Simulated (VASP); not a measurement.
# ZrS (Fm-3m) in VASP: notebook

Runs on ZrS. Level: LDA. Tasks: single point.

Everything below comes from runs of VASP 6.6.1. Logs are shortened: lines on timing, memory, paths and dates and some standing lists are left out, and cuts for length are marked.

**1. The cell of the first run**

It takes space group Fm-3m (No. 225, cubic). Conventional cell: a = 5.134 Å, b = 5.134 Å, c = 5.134 Å, α = 90.00°, β = 90.00°, γ = 90.00°. Zr (site symmetry m-3m) has 6 S at 2.57 Å within 3.4 Å. S (site symmetry m-3m) has 6 Zr at 2.57 Å within 3.4 Å.

**2. Single point, LDA**

The input, INCAR:

```
ALGO = Normal
EDIFF = 1E-7
ENCUT = 520
ISIF = 2
ISMEAR = -1
LASPH = T
LCHARG = T
LELF = T
LREAL = F
LVHAR = T
LWAVE = F
NBANDS = 16
NELM = 60
PREC = Accurate
SIGMA = 0.02
```

The input, KPOINTS:

```
k-points
0
Gamma
  10 10 10
```

The input, POSCAR:

```
ZrS
1.0
    0.0000000000      2.5669835042      2.5669835042
    2.5669835042      0.0000000000      2.5669835042
    2.5669835042      2.5669835042      0.0000000000
Zr S
1 1
Direct
    0.0000000000      0.0000000000      0.0000000000
    0.5000000000      0.5000000000      0.5000000000
```

Potentials or basis: VASP PAW LDA potentials, release 64 (Zr_sv, S).

Command:

```
$ cat potpaw_LDA.64/Zr_sv/POTCAR potpaw_LDA.64/S/POTCAR > POTCAR
$ mpirun -np 1 vasp_std > vasp.out
```

OUTCAR:

```text
EDIFF = 1E-7
   ENCUT = 520
   ISIF = 2
   ISMEAR = -1
   LASPH = T
   LREAL = F
   NELM = 60
   PREC = Accurate

 ion  position               nearest neighbor table
   1  0.000  0.000  0.000-   2 2.57   2 2.57   2 2.57   2 2.57   2 2.57   2 2.57
   2  0.500  0.500  0.500-   1 2.57   1 2.57   1 2.57   1 2.57   1 2.57   1 2.57

  LATTYP: Found a face centered cubic cell.
 ALAT       =     5.1339670084

  Lattice vectors:

 A1 = (   0.0000000000,   2.5669835042,   2.5669835042)
 A2 = (   2.5669835042,   0.0000000000,   2.5669835042)
 A3 = (   2.5669835042,   2.5669835042,   0.0000000000)

Analysis of symmetry for initial positions (statically):
=====================================================================
 Subroutine PRICEL returns:
 Original cell was already a primitive cell.

 Routine SETGRP: Setting up the symmetry group for a
 face centered cubic supercell.

 Subroutine GETGRP returns: Found 48 space group operations
 (whereof 48 operations were pure point group operations)
 out of a pool of 48 trial point group operations.

The static configuration has the point symmetry O_h .

Analysis of symmetry for dynamics (positions and initial velocities):
=====================================================================
 Subroutine PRICEL returns:
 Original cell was already a primitive cell.

 Routine SETGRP: Setting up the symmetry group for a
 face centered cubic supercell.

 Subroutine GETGRP returns: Found 48 space group operations
 (whereof 48 operations were pure point group operations)
 out of a pool of 48 trial point group operations.

The dynamic configuration has the point symmetry O_h .

 Subroutine INISYM returns: Found 48 space group operations
 (whereof 48 operations are pure point group operations),
 and found     1 'primitive' translations

----------------------------------------------------------------------------------------

                                     Primitive cell

  volume of cell :      33.8298

  direct lattice vectors                    reciprocal lattice vectors
     0.000000000  2.566983504  2.566983504    -0.194781150  0.194781150  0.194781150
     2.566983504  0.000000000  2.566983504     0.194781150 -0.194781150  0.194781150
     2.566983504  2.566983504  0.000000000     0.194781150  0.194781150 -0.194781150

  length of vectors
     3.630262886  3.630262886  3.630262886     0.337370849  0.337370849  0.337370849

  position of ions in fractional coordinates (direct lattice)
     0.000000000  0.000000000  0.000000000
     0.500000000  0.500000000  0.500000000

  ion indices of the primitive-cell ions
   primitive index   ion index
                 1           1
                 2           2

----------------------------------------------------------------------------------------

 KPOINTS: k-points

Automatic generation of k-mesh.
 Grid dimensions read from file:
 generate k-points for:   10   10   10

 Generating k-lattice:

  Cartesian coordinates                     Fractional coordinates (reciprocal lattice)
    -0.019478115  0.019478115  0.019478115     0.100000000  0.000000000  0.000000000
     0.019478115 -0.019478115  0.019478115     0.000000000  0.100000000  0.000000000
     0.019478115  0.019478115 -0.019478115     0.000000000  0.000000000  0.100000000

  Length of vectors
     0.033737085  0.033737085  0.033737085

  Shift w.r.t. Gamma in fractional coordinates (k-lattice)
     0.000000000  0.000000000  0.000000000

 Subroutine IBZKPT returns following result:
 ===========================================

 Found     47 irreducible k-points:

 Following reciprocal coordinates:
            Coordinates               Weight
  0.000000  0.000000  0.000000      1.000000
  0.100000  0.000000  0.000000      8.000000
  0.200000  0.000000  0.000000      8.000000
  0.300000  0.000000  0.000000      8.000000
  0.400000  0.000000  0.000000      8.000000
  0.500000  0.000000  0.000000      4.000000
[... 16 lines left out ...]
  0.300000  0.300000  0.000000      6.000000
  0.400000  0.300000  0.000000     24.000000
 [... further k-points ...]
   k-points           NKPTS =     47   k-points in BZ     NKDIM =     47   number of bands    NBANDS=     16
   number of dos      NEDOS =    301   number of ions     NIONS =      2
   total plane-waves  NPLWV =  21952
   dimension x,y,z NGX =    28 NGY =   28 NGZ =   28
   dimension x,y,z NGXF=    56 NGYF=   56 NGZF=   56
   ions per type =               1   1
   NGX,Y,Z   is equivalent  to a cutoff of  12.82, 12.82, 12.82 a.u.
   NGXF,Y,Z  is equivalent  to a cutoff of  25.64, 25.64, 25.64 a.u.
 SYSTEM =  unknown system
   PREC   = accura    normal or accurate (medium, high low for compatibility)
   ISTART =      0    job   : 0-new  1-cont  2-samecut
   ICHARG =      2    charge: 1-file 2-atom 10-const
   ISPIN  =      1    spin polarized calculation?
   LNONCOLLINEAR =      F non collinear calculations
   LSORBIT =      F    spin-orbit coupling
   LASPH  =      T    aspherical Exc in radial PAW
   ENCUT  =  520.0 eV  38.22 Ry    6.18 a.u.   6.75  6.75  6.75*2*pi/ulx,y,z
   NELM   =     60;   NELMIN=  2; NELMDL= -5     # of ELM steps
   EDIFF  = 0.1E-06   stopping-criterion for ELM
   LREAL  =      F    real-space projection
   EDIFFG = 0.1E-05   stopping-criterion for IOM
   NSW    =      0    number of steps for IOM
   IBRION =     -1    ionic relax: 0-MD 1-quasi-New 2-CG
   NFREE  =      0    steps in history (QN), initial steepest desc. (CG)
   ISIF   =      2    stress and relaxation
   ISYM   =      2    0-nonsym 1-usesym 2-fastsym
   POTIM  = 0.5000    time-step for ionic-motion
   TEBEG  =    0.0;   TEEND  =   0.0 temperature during run
   PSTRESS=    0.0 pullay stress
   NELECT =      18.0000    total number of electrons
   NUPDOWN=      -1.0000    fix difference up-down
   EMIN   =  10.00;   EMAX   =-10.00  energy-range for DOS
   EFERMI =   0.00;   METHOD = LEGACY
   ISMEAR =    -1;   SIGMA  =   0.02  broadening in eV -4-tet -1-fermi 0-gaus
   EFERMI_NEDOS =   21; number of points for ismear=-14 and -15
   IALGO  =     38    algorithm
   IMIX   =      4    mixing-type and parameters
     AMIX     =   0.40;   BMIX     =  1.00
     AMIX_MAG =   1.60;   BMIX_MAG =  1.00
  volume/ion in A,a.u.               =      16.91       114.15
  Fermi-wavevector in a.u.,A,eV,Ry     =   1.326577  2.506868 23.943635  1.759808
  Thomas-Fermi vector in A             =   2.455954
   LORBIT       =      0    0 simple, 1 ext, 2 COOP (PROOUT), +10 PAW based schemes
   GGA     = CA    functional components
   LHFCALC =     F    Hartree Fock is set to
   AEXX    =    0.0000 exact exchange contribution
   IVDW    =     0    specifies the selected vdW correction
   LEPSILON=     F    determine dielectric tensor
   LRPA    =     F    only Hartree local field effects (RPA)
 non-spin polarized calculation
  energy-cutoff  :      520.00
  volume of cell :       33.83
 maximum number of plane-waves:       941
   NGX = 13   NGY = 13   NGZ = 13

 number of electron      17.9999999 magnetization

 Free energy of the ion-electron system (eV)
  ---------------------------------------------------
  ext. energy  EPLUGINS =         0.00000000
  ---------------------------------------------------
  free energy    TOTEN  =       -17.16779621 eV

  energy without entropy =      -17.16556897  energy(sigma->0) =      -17.16668259

 E-fermi :  11.4495     XC(G=0): -11.8569

 val. band max:       11.4348299253   @ k =  -0.3000   0.4000   0.2000
 cond. band min:      11.4575301388   @ k =  -0.3000   0.4000   0.2000
 fundamental gap:      0.0227002135
 Fermi energy:        11.4494551723

 k-point     1 :       0.0000    0.0000    0.0000
  band No.  band energies     occupation
      1     -38.1835      2.00000
      2     -16.3011      2.00000
      3     -16.3011      2.00000
      4     -16.3011      2.00000
      5      -4.6610      2.00000
      6       7.8897      2.00000
[... 8 lines left out ...]
     15      18.6057      0.00000
     16      24.4103      0.00000

 k-point     2 :       0.1000    0.0000    0.0000
  band No.  band energies     occupation
      1     -38.1799      2.00000
      2     -16.3479      2.00000
      3     -16.3049      2.00000
      4     -16.3049      2.00000
      5      -4.5142      2.00000
      6       7.1113      2.00000
[... 8 lines left out ...]
     15      19.0653      0.00000
     16      23.5087      0.00000

 k-point     3 :       0.2000    0.0000    0.0000
  band No.  band energies     occupation
      1     -38.1705      2.00000
      2     -16.4678      2.00000
      3     -16.3149      2.00000
      4     -16.3149      2.00000
      5      -4.1121      2.00000
      6       5.7232      2.00000
[... 8 lines left out ...]
     15      19.8434      0.00000
     16      22.2979      0.00000

 k-point     4 :       0.3000    0.0000    0.0000
  band No.  band energies     occupation
      1     -38.1588      2.00000
      2     -16.6107      2.00000
      3     -16.3273      2.00000
      4     -16.3273      2.00000
      5      -3.5649      2.00000
      6       4.4038      2.00000
[... 8 lines left out ...]
     15      20.0015      0.00000
     16      20.3452      0.00000
[... 324 lines left out ...]
 k-point    22 :      -0.2000    0.2000    0.0000
  band No.  band energies     occupation
      1     -38.1549      2.00000
      2     -16.5844      2.00000
      3     -16.4091      2.00000
      4     -16.3223      2.00000
      5      -3.5205      2.00000
      6       4.3135      2.00000
[... 8 lines left out ...]
     15      19.7777      0.00000
     16      20.3534      0.00000

 k-point    23 :       0.3000    0.3000    0.0000
  band No.  band energies     occupation
      1     -38.1510      2.00000
      2     -16.5612      2.00000
      3     -16.3944      2.00000
      4     -16.3944      2.00000
      5      -3.7514      2.00000
      6       4.4234      2.00000
[... 8 lines left out ...]
     15      19.7348      0.00000
     16      20.6275      0.00000

 k-point    24 :       0.4000    0.3000    0.0000
  band No.  band energies     occupation
      1     -38.1436      2.00000
      2     -16.6114      2.00000
      3     -16.4221      2.00000
      4     -16.4092      2.00000
      5      -3.6352      2.00000
      6       4.4717      2.00000
[... 8 lines left out ...]
     15      19.2963      0.00000
     16      20.5828      0.00000

 [... further k-points ...]

------------------------ aborting loop because EDIFF is reached ----------------------------------------

  FORCE on cell =-STRESS in cart. coord.  units (eV):
  Direction    XX          YY          ZZ          XY          YZ          ZX
  --------------------------------------------------------------------------------------
  -------------------------------------------------------------------------------------
  Total        0.0543945      0.0543945      0.0543945      0.0000000      0.0000000     -0.0000000
  in kB        2.5761198      2.5761198      2.5761198      0.0000000      0.0000000     -0.0000000
  external PRESSURE =       2.5761198 kB  Pullay stress =       0.0000000 kB

 VOLUME and BASIS-vectors are now :
 -----------------------------------------------------------------------------
  energy-cutoff  :      520.00
  volume of cell :       33.83
      direct lattice vectors                 reciprocal lattice vectors
     0.000000000  2.566983504  2.566983504    -0.194781150  0.194781150  0.194781150
     2.566983504  0.000000000  2.566983504     0.194781150 -0.194781150  0.194781150
     2.566983504  2.566983504  0.000000000     0.194781150  0.194781150 -0.194781150

 POSITION                                       TOTAL-FORCE (eV/Angst)
 -----------------------------------------------------------------------------------
      0.00000      0.00000      0.00000         0.000000     -0.000000      0.000000
      2.56698      2.56698      2.56698        -0.000000      0.000000     -0.000000
 -----------------------------------------------------------------------------------
    total drift:                                0.000000      0.000000      0.000000

  FREE ENERGIE OF THE ION-ELECTRON SYSTEM (eV)
  ---------------------------------------------------
  free  energy   TOTEN  =       -17.1677962067 eV

  energy  without entropy=      -17.1655689735  energy(sigma->0) =      -17.16668259
```

Wall time 10 s (1 thread of Intel Xeon 6975P-C (Granite Rapids), shared host); peak memory 0.15 GiB.

Results:

```
Free energy            : -17.1678 eV
Pressure               : 0.3 GPa
Band gap on the k mesh : zero (band 9 reaches 12.98 eV, above the bottom of band 10 at 9.86 eV)
```

**3. Single point, LDA**

The input, INCAR:

```
SYSTEM = ZrS
PREC = Accurate
ENCUT = 520
EDIFF = 1E-6
ISMEAR = -1
SIGMA = 0.02
LREAL = .FALSE.
LASPH = .TRUE.
NELM = 80
ALGO = Normal
ISIF = 2
LWAVE = .FALSE.
LCHARG = .FALSE.
NBANDS = 16
```

The input, KPOINTS:

```
Automatic mesh
0
G
  10 10 10
  0 0 0
```

POSCAR is that of step 2.

Potentials or basis: VASP PAW LDA potentials, release 64 (Zr_sv, S).

Command:

```
$ cat potpaw_LDA.64/Zr_sv/POTCAR potpaw_LDA.64/S/POTCAR > POTCAR
$ mpirun -np 1 vasp_std > vasp.out
```

OUTCAR:

```text
SYSTEM = ZrS
   PREC = Accurate
   ENCUT = 520
   EDIFF = 1E-6
   ISMEAR = -1
   LREAL = .FALSE.
   LASPH = .TRUE.
   NELM = 80
   ISIF = 2

 ion  position               nearest neighbor table
   1  0.000  0.000  0.000-   2 2.57   2 2.57   2 2.57   2 2.57   2 2.57   2 2.57
   2  0.500  0.500  0.500-   1 2.57   1 2.57   1 2.57   1 2.57   1 2.57   1 2.57

  LATTYP: Found a face centered cubic cell.
 ALAT       =     5.1339670084

  Lattice vectors:

 A1 = (   0.0000000000,   2.5669835042,   2.5669835042)
 A2 = (   2.5669835042,   0.0000000000,   2.5669835042)
[... 641 lines left out ...]

  FORCE on cell =-STRESS in cart. coord.  units (eV):
  Direction    XX          YY          ZZ          XY          YZ          ZX
  --------------------------------------------------------------------------------------
  -------------------------------------------------------------------------------------
  Total        0.0572837      0.0572837      0.0572837      0.0000000      0.0000000     -0.0000000
  in kB        2.7129550      2.7129550      2.7129550      0.0000000      0.0000000     -0.0000000
  external PRESSURE =       2.7129550 kB  Pullay stress =       0.0000000 kB

 VOLUME and BASIS-vectors are now :
 -----------------------------------------------------------------------------
  energy-cutoff  :      520.00
  volume of cell :       33.83
      direct lattice vectors                 reciprocal lattice vectors
     0.000000000  2.566983504  2.566983504    -0.194781150  0.194781150  0.194781150
     2.566983504  0.000000000  2.566983504     0.194781150 -0.194781150  0.194781150
     2.566983504  2.566983504  0.000000000     0.194781150  0.194781150 -0.194781150

 POSITION                                       TOTAL-FORCE (eV/Angst)
 -----------------------------------------------------------------------------------
      0.00000      0.00000      0.00000         0.000000     -0.000000     -0.000000
      2.56698      2.56698      2.56698        -0.000000      0.000000      0.000000
 -----------------------------------------------------------------------------------
    total drift:                                0.000000      0.000000      0.000000

  FREE ENERGIE OF THE ION-ELECTRON SYSTEM (eV)
  ---------------------------------------------------
  free  energy   TOTEN  =       -17.1677962867 eV

  energy  without entropy=      -17.1655671331  energy(sigma->0) =      -17.16668171
```

OSZICAR:

```text
N       E                     dE             d eps       ncg     rms          rms(c)
DAV:   1     0.122764746805E+03    0.12276E+03   -0.97819E+03  1504   0.110E+03
DAV:   2    -0.129575589769E+02   -0.13572E+03   -0.13070E+03  1984   0.287E+02
DAV:   3    -0.179743690911E+02   -0.50168E+01   -0.49876E+01  2296   0.491E+01
DAV:   4    -0.180673351485E+02   -0.92966E-01   -0.92939E-01  1984   0.613E+00
DAV:   5    -0.180694273000E+02   -0.20922E-02   -0.20921E-02  2176   0.703E-01    0.175E+01
DAV:   6    -0.172110165727E+02    0.85841E+00   -0.17856E+00  1856   0.958E+00    0.822E+00
DAV:   7    -0.171745940287E+02    0.36423E-01   -0.18968E-01  2200   0.284E+00    0.329E+00
DAV:   8    -0.171685253429E+02    0.60687E-02   -0.29471E-02  1720   0.115E+00    0.462E-01
DAV:   9    -0.171679761766E+02    0.54917E-03   -0.48356E-03  1768   0.436E-01    0.190E-01
DAV:  10    -0.171678282462E+02    0.14793E-03   -0.48318E-04  1896   0.213E-01    0.829E-02
DAV:  11    -0.171677962179E+02    0.32028E-04   -0.11370E-04  1864   0.636E-02    0.386E-02
DAV:  12    -0.171677962867E+02   -0.68815E-07   -0.38294E-06  1896   0.136E-02
   1 F= -.17167796E+02 E0= -.17166682E+02  d E =-.222915E-02
```

Wall time 9.4 s (1 thread of Intel Xeon 6975P-C (Granite Rapids), shared host); peak memory 0.15 GiB.

What came out:

```
Free energy            : -17.1678 eV
Pressure               : 0.3 GPa
Band gap on the k mesh : zero (band 9 reaches 12.98 eV, above the bottom of band 10 at 9.86 eV)
```

Levels at points of the mesh, in eV from the Fermi level:
| k point | band 7 | band 8 | band 9 | band 10 | band 11 | band 12 |
| --- | --- | --- | --- | --- | --- | --- |
| (0.00, 0.00, 0.00) | -3.56 | -3.56 | -1.59 | -1.59 | -1.59 | -0.85 |
| (0.50, 0.00, 0.00) | -6.27 | -6.27 | 1.53 | 1.53 | 1.92 | 1.94 |
| (0.50, 0.50, 0.00) | -4.52 | -4.52 | -3.83 | 0.45 | 2.52 | 2.52 |

**4. Single point, LDA**

The input, INCAR:

```
SYSTEM = ZrS
  ALGO = Normal
  EDIFF = 1E-7
  ENCUT = 520
  GGA = CA
  ISIF = 2
  ISMEAR = -1
  LASPH = .TRUE.
  LCHARG = .TRUE.
  LELF = .TRUE.
  LREAL = .FALSE.
  LVHAR = .TRUE.
  LWAVE = .FALSE.
  NBANDS = 16
  NELM = 100
  PREC = Accurate
  SIGMA = 0.02
```

The input, KPOINTS:

```
k-points
0
G
  10 10 10
  0 0 0
```

POSCAR is that of step 3.

Command:

```
$ cat potpaw_LDA.64/Zr_sv/POTCAR potpaw_LDA.64/S/POTCAR > POTCAR
$ mpirun -np 1 vasp_std > vasp.out
```

Run time: 11 s. Hardware: 1 thread of Intel Xeon 6975P-C (Granite Rapids), shared host; peak memory 0.15 GiB.

The run converged. Its results:

```yaml
Free_energy: -17.1678 eV
Pressure: 0.3 GPa
Band_gap_on_the_k_mesh: zero (band 9 reaches 12.98 eV, above the bottom of band 10 at 9.86 eV)
```

Levels at points of the mesh, in eV from the Fermi level:
| k point | band 7 | band 8 | band 9 | band 10 | band 11 | band 12 |
| --- | --- | --- | --- | --- | --- | --- |
| (0.00, 0.00, 0.00) | -3.56 | -3.56 | -1.59 | -1.59 | -1.59 | -0.85 |
| (0.50, 0.00, 0.00) | -6.27 | -6.27 | 1.53 | 1.53 | 1.92 | 1.94 |
| (0.50, 0.50, 0.00) | -4.52 | -4.52 | -3.83 | 0.45 | 2.52 | 2.52 |
